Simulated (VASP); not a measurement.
Input of a VASP 6.6.1 run:

File INCAR:

```
SYSTEM = Hf2TaO3
PREC     = Accurate       ! precision mode
ENCUT    = 520            ! plane-wave cutoff, eV
EDIFF    = 1E-6           ! SCF threshold, eV
ISMEAR   = 0              ! smearing method
SIGMA    = 0.1            ! smearing width, eV
LREAL    = .False.        ! projectors in reciprocal space
LASPH    = .True.         ! aspherical terms in the spheres
NELM     = 100            ! most SCF steps
ALGO     = Normal         ! electronic algorithm
ISIF     = 2              ! what is computed and relaxed
LWAVE    = .False.        ! write WAVECAR
LCHARG   = .True.         ! write CHGCAR
GGA      = PE             ! functional
LELF     = .True.         ! ELF
LVHAR    = .True.       
NBANDS   = 34             ! bands
```

File KPOINTS:

```
regular mesh
0
Gamma
  6 6 4
  0 0 0
```

Contents of POSCAR:

```
Hf2TaO3
1.0
    3.0127283421      0.0000000000      0.0000000000
    0.0000000000      3.0127283421      0.0000000000
    0.0000000000      0.0000000000      8.7948063855
Hf Ta O
2 1 3
Direct
    0.5000000000      0.0000000000      0.6697869079
    0.0000000000      0.5000000000      0.3302130921
    0.5000000000      0.5000000000      0.0000000000
    0.5000000000      0.0000000000      0.4080080497
    0.0000000000      0.5000000000      0.5919919503
    0.0000000000      0.0000000000      0.0000000000
```

Potentials or basis: VASP PAW PBE potentials, release 64 (Hf_pv, Ta_pv, O).

Launch:

```bash
$ cat potpaw_PBE.64/Hf_pv/POTCAR potpaw_PBE.64/Ta_pv/POTCAR potpaw_PBE.64/O/POTCAR > POTCAR
$ mpirun -np 1 vasp_std > vasp.out
```

(1) Estimate the largest force.

(2) Predict the pressure.

Results:

(1) 0.206 eV/Å.

(2) -1.6 GPa.

Caveat: an odd number of electrons without spin polarisation forces a metal; a magnetic or distorted state may lie lower.
